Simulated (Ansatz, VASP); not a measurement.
# Two plane-wave programs on BaF2

```
Ba F
1.0
     0.00000    3.12300    3.12300
     3.12300    0.00000    3.12300
     3.12300    3.12300    0.00000
Ba F
1 2
Direct
  0.00000 0.00000 0.00000
  0.25000 0.25000 0.25000
  0.75000 0.75000 0.75000
```

Alike in both runs: functional PBE; k mesh 6 × 6 × 6; occupations gaussian, width 0.02 eV; no spin polarisation.

Ansatz relaxed the structure, and its values are those at the end. VASP's run is a single point on that final structure, the one shown.

```csv
,VASP,Ansatz
version,VASP 6.6.1,Ansatz 0.2.0
potentials or method,"VASP PAW PBE potentials, release 64 (Ba_sv, F), cutoff 600 eV","scalar-relativistic, plane waves, PAW"
valence electrons in the cell,24,24
```

VASP gave:

| Item | Value |
| --- | --- |
| gap on the k mesh at the Fermi level (eV) | 6.68 |
| least direct gap on the mesh (eV) | 6.73 |
| pressure (GPa) | 0.9 |

Question: Estimate Ansatz's values.

Answer: gap on the k mesh at the Fermi level (eV): 6.75; least direct gap on the mesh (eV): 6.82; pressure (GPa): 0.0.

The functional is the same, so the differences come from potentials, cutoffs and numerics.

Spin-orbit coupling is off throughout.
